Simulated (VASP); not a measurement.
# TlCuF6 (Fm-3m) in VASP: a series of runs, part 2 of 2

VASP 6.6.1. The steps go on from the part before.

## Step 3: Single point, LDA

Input file INCAR:

```
  ALGO = Normal
  EDIFF = 1E-6
  ENCUT = 820
  GGA = CA
  GGA_COMPAT = F
  ISIF = 2
  ISMEAR = 0
  LASPH = T
  LCHARG = T
  LELF = T
  LREAL = F
  LVHAR = T
  LWAVE = F
  NBANDS = 47
  NELM = 120
  PREC = Accurate
  SIGMA = 0.02
```

Input file KPOINTS:

```
k-points
0
Gamma
  5 5 5
```

Input file POSCAR:

```
TlCuF6
1.0
    5.6123740214      0.0000000000      0.0000000000
    2.8061870107      4.8604584780      0.0000000000
    2.8061870107      1.6201528260      4.5824841993
Tl Cu F
1 1 6
Direct
    0.0000000000      0.0000000000      0.0000000000
    0.5000000000      0.5000000000      0.5000000000
    0.2666429357      0.2666429357      0.7333570643
    0.2666429357      0.7333570643      0.7333570643
    0.7333570643      0.7333570643      0.2666429357
    0.2666429357      0.7333570643      0.2666429357
    0.7333570643      0.2666429357      0.7333570643
    0.7333570643      0.2666429357      0.2666429357
```

Potentials or basis: VASP PAW LDA potentials, release 64 (Tl_d, Cu_sv_GW, F).

Command:

```sh
cat potpaw_LDA.64/Tl_d/POTCAR potpaw_LDA.64/Cu_sv_GW/POTCAR potpaw_LDA.64/F/POTCAR > POTCAR
mpirun -np 1 vasp_std > vasp.out
```

OUTCAR:

```text
EDIFF = 1E-6
   ENCUT = 820
   GGA = CA
   ISIF = 2
   ISMEAR = 0
   LASPH = T
   LREAL = F
   NELM = 120
   PREC = Accurate

 ion  position               nearest neighbor table
   1  0.000  0.000  0.000-   4 2.12   8 2.12   7 2.12   6 2.12   5 2.12   3 2.12
   2  0.500  0.500  0.500-   4 1.85   8 1.85   7 1.85   6 1.85   5 1.85   3 1.85
   3  0.267  0.267  0.733-   2 1.85   1 2.12
   4  0.267  0.733  0.733-   2 1.85   1 2.12
   5  0.733  0.733  0.267-   2 1.85   1 2.12
   6  0.267  0.733  0.267-   2 1.85   1 2.12
   7  0.733  0.267  0.733-   2 1.85   1 2.12
   8  0.733  0.267  0.267-   2 1.85   1 2.12

  LATTYP: Found a face centered cubic cell.
 ALAT       =     7.9370954581

  Lattice vectors:

 A1 = (   5.6123740214,   0.0000000000,   0.0000000000)
 A2 = (   2.8061870107,   4.8604584780,   0.0000000000)
 A3 = (   2.8061870107,   1.6201528260,   4.5824841993)

Analysis of symmetry for initial positions (statically):
=====================================================================
 Subroutine PRICEL returns:
 Original cell was already a primitive cell.

 Routine SETGRP: Setting up the symmetry group for a
 face centered cubic supercell.

 Subroutine GETGRP returns: Found 48 space group operations
 (whereof 48 operations were pure point group operations)
 out of a pool of 48 trial point group operations.

The static configuration has the point symmetry O_h .

Analysis of symmetry for dynamics (positions and initial velocities):
=====================================================================
 Subroutine PRICEL returns:
 Original cell was already a primitive cell.

 Routine SETGRP: Setting up the symmetry group for a
 face centered cubic supercell.

 Subroutine GETGRP returns: Found 48 space group operations
 (whereof 48 operations were pure point group operations)
 out of a pool of 48 trial point group operations.

The dynamic configuration has the point symmetry O_h .

 Subroutine INISYM returns: Found 48 space group operations
 (whereof 48 operations are pure point group operations),
 and found     1 'primitive' translations

----------------------------------------------------------------------------------------

                                     Primitive cell

  volume of cell :     125.0043

  direct lattice vectors                    reciprocal lattice vectors
     5.612374021  0.000000000  0.000000000     0.178177719 -0.102870954 -0.072740749
     2.806187011  4.860458478  0.000000000     0.000000000  0.205741908 -0.072740749
     2.806187011  1.620152826  4.582484199     0.000000000  0.000000000  0.218222247

  length of vectors
     5.612374021  5.612374021  5.612374021     0.218222247  0.218222247  0.218222247

  position of ions in fractional coordinates (direct lattice)
     0.000000000  0.000000000  0.000000000
     0.500000000  0.500000000  0.500000000
     0.266642936  0.266642936  0.733357064
     0.266642936  0.733357064  0.733357064
     0.733357064  0.733357064  0.266642936
     0.266642936  0.733357064  0.266642936
[... 43 lines left out ...]
  0.200000 -0.000000 -0.000000      8.000000
  0.400000 -0.000000 -0.000000      8.000000
  0.200000  0.200000  0.000000      6.000000
  0.400000  0.200000 -0.000000     24.000000
 -0.400000  0.200000  0.000000     24.000000
 -0.200000  0.200000  0.000000     12.000000
  0.400000  0.400000 -0.000000      6.000000
 -0.400000  0.400000  0.000000     12.000000
 -0.400000  0.400000  0.200000     24.000000
   k-points           NKPTS =     10   k-points in BZ     NKDIM =     10   number of bands    NBANDS=     47
   number of dos      NEDOS =    301   number of ions     NIONS =      8
   total plane-waves  NPLWV = 157464
   dimension x,y,z NGX =    54 NGY =   54 NGZ =   54
   dimension x,y,z NGXF=   108 NGYF=  108 NGZF=  108
   ions per type =               1   1   6
   NGX,Y,Z   is equivalent  to a cutoff of  16.00, 16.00, 16.00 a.u.
   NGXF,Y,Z  is equivalent  to a cutoff of  31.99, 31.99, 31.99 a.u.
 SYSTEM =  unknown system
   PREC   = accura    normal or accurate (medium, high low for compatibility)
   ISTART =      0    job   : 0-new  1-cont  2-samecut
   ICHARG =      2    charge: 1-file 2-atom 10-const
   ISPIN  =      1    spin polarized calculation?
   LNONCOLLINEAR =      F non collinear calculations
   LSORBIT =      F    spin-orbit coupling
   LASPH  =      T    aspherical Exc in radial PAW
   ENCUT  =  820.0 eV  60.27 Ry    7.76 a.u.  13.10 13.10 13.10*2*pi/ulx,y,z
   NELM   =    120;   NELMIN=  2; NELMDL= -5     # of ELM steps
   EDIFF  = 0.1E-05   stopping-criterion for ELM
   LREAL  =      F    real-space projection
   EDIFFG = 0.1E-04   stopping-criterion for IOM
   NSW    =      0    number of steps for IOM
   IBRION =     -1    ionic relax: 0-MD 1-quasi-New 2-CG
   NFREE  =      0    steps in history (QN), initial steepest desc. (CG)
   ISIF   =      2    stress and relaxation
   ISYM   =      2    0-nonsym 1-usesym 2-fastsym
   POTIM  = 0.5000    time-step for ionic-motion
   TEBEG  =    0.0;   TEEND  =   0.0 temperature during run
   PSTRESS=    0.0 pullay stress
   NELECT =      74.0000    total number of electrons
   NUPDOWN=      -1.0000    fix difference up-down
   EMIN   =  10.00;   EMAX   =-10.00  energy-range for DOS
   EFERMI =   0.00;   METHOD = LEGACY
   ISMEAR =     0;   SIGMA  =   0.02  broadening in eV -4-tet -1-fermi 0-gaus
   EFERMI_NEDOS =   21; number of points for ismear=-14 and -15
   IALGO  =     38    algorithm
   IMIX   =      4    mixing-type and parameters
     AMIX     =   0.40;   BMIX     =  1.00
     AMIX_MAG =   1.60;   BMIX_MAG =  1.00
  volume/ion in A,a.u.               =      15.63       105.45
  Fermi-wavevector in a.u.,A,eV,Ry     =   1.374603  2.597622 25.708644  1.889532
  Thomas-Fermi vector in A             =   2.500014
   LORBIT       =      0    0 simple, 1 ext, 2 COOP (PROOUT), +10 PAW based schemes
   GGA     = CA    functional components
   LHFCALC =     F    Hartree Fock is set to
   AEXX    =    0.0000 exact exchange contribution
   IVDW    =     0    specifies the selected vdW correction
   LEPSILON=     F    determine dielectric tensor
   LRPA    =     F    only Hartree local field effects (RPA)
 non-spin polarized calculation
 Gauss-broadening in eV      SIGMA  =   0.02
  energy-cutoff  :      820.00
  volume of cell :      125.00
 maximum number of plane-waves:      6696
 NGX is ok and might be reduce to    54
   NGX = 27   NGY = 27   NGZ = 27

 number of electron      73.9999994 magnetization

 Free energy of the ion-electron system (eV)
  ---------------------------------------------------
  ext. energy  EPLUGINS =         0.00000000
  ---------------------------------------------------
  free energy    TOTEN  =       -33.56419262 eV

  energy without entropy =      -33.55997399  energy(sigma->0) =      -33.56208330

 E-fermi :  -1.5829     XC(G=0):  -9.2469

 val. band max:       -1.5880202576   @ k =   0.2000   0.2000   0.0000
 cond. band min:      -1.5784855018   @ k =  -0.4000   0.2000   0.0000
 fundamental gap:      0.0095347557
 Fermi energy:        -1.5828832963

 k-point     1 :       0.0000    0.0000    0.0000
  band No.  band energies     occupation
      1    -113.5230      2.00000
      2     -71.4461      2.00000
      3     -71.4461      2.00000
      4     -71.4461      2.00000
      5     -23.4053      2.00000
      6     -22.6521      2.00000
[... 489 lines left out ...]
     46      11.8273      0.00000
     47      12.8448      0.00000

------------------------ aborting loop because EDIFF is reached ----------------------------------------

  FORCE on cell =-STRESS in cart. coord.  units (eV):
  Direction    XX          YY          ZZ          XY          YZ          ZX
  --------------------------------------------------------------------------------------
  -------------------------------------------------------------------------------------
  Total        0.1690243      0.1690243      0.1690243     -0.0000000     -0.0000000      0.0000000
  in kB        2.1663819      2.1663819      2.1663819     -0.0000000     -0.0000000      0.0000000
  external PRESSURE =       2.1663819 kB  Pullay stress =       0.0000000 kB

 VOLUME and BASIS-vectors are now :
 -----------------------------------------------------------------------------
  energy-cutoff  :      820.00
  volume of cell :      125.00
      direct lattice vectors                 reciprocal lattice vectors
     5.612374021  0.000000000  0.000000000     0.178177719 -0.102870954 -0.072740749
     2.806187011  4.860458478  0.000000000     0.000000000  0.205741908 -0.072740749
     2.806187011  1.620152826  4.582484199     0.000000000  0.000000000  0.218222247

 POSITION                                       TOTAL-FORCE (eV/Angst)
 -----------------------------------------------------------------------------------
      0.00000      0.00000      0.00000         0.000000     -0.000000      0.000000
      5.61237      3.24031      2.29124         0.000000     -0.000000      0.000000
      4.30269      2.48416      3.36060        -0.016453     -0.009499      0.013434
      5.61237      4.75260      3.36060         0.000000      0.018998      0.013434
      6.92206      3.99645      1.22189         0.016453      0.009499     -0.013434
      4.30269      3.99645      1.22189        -0.016453      0.009499     -0.013434
      6.92206      2.48416      3.36060         0.016453     -0.009499      0.013434
      5.61237      1.72801      1.22189         0.000000     -0.018998     -0.013434
 -----------------------------------------------------------------------------------
    total drift:                                0.000000      0.000000      0.000000

  FREE ENERGIE OF THE ION-ELECTRON SYSTEM (eV)
  ---------------------------------------------------
  free  energy   TOTEN  =       -33.5641926170 eV

  energy  without entropy=      -33.5599739890  energy(sigma->0) =      -33.56208330
```

Wall time 5.1 min (1 thread of Intel Xeon Platinum 8259CL at 2.50GHz (Skylake/Cascade Lake), shared host); peak memory 0.38 GiB.

What came out:

* Free energy: -33.5642 eV
* Pressure: 0.2 GPa
* Largest force: 0.023 eV/Å
* Band gap on the k mesh: zero (bands 37 and 38 overlap by 0.74 eV)

Forces on the atoms (eV/Å):
```
Tl   0.000  0.000  0.000
Cu   0.000  0.000  0.000
F   -0.016 -0.009  0.013
F    0.000  0.019  0.013
F    0.016  0.009 -0.013
F   -0.016  0.009 -0.013
F    0.016 -0.009  0.013
F    0.000 -0.019 -0.013
```

Caveat: spin-orbit coupling is left out, which moves the levels of the heavy elements. With open d or f shells a metallic result of LDA can be an artefact of self-interaction; +U or a hybrid may open a gap.

The gap in the log of VASP goes by the Fermi energy; the results here count the filled bands.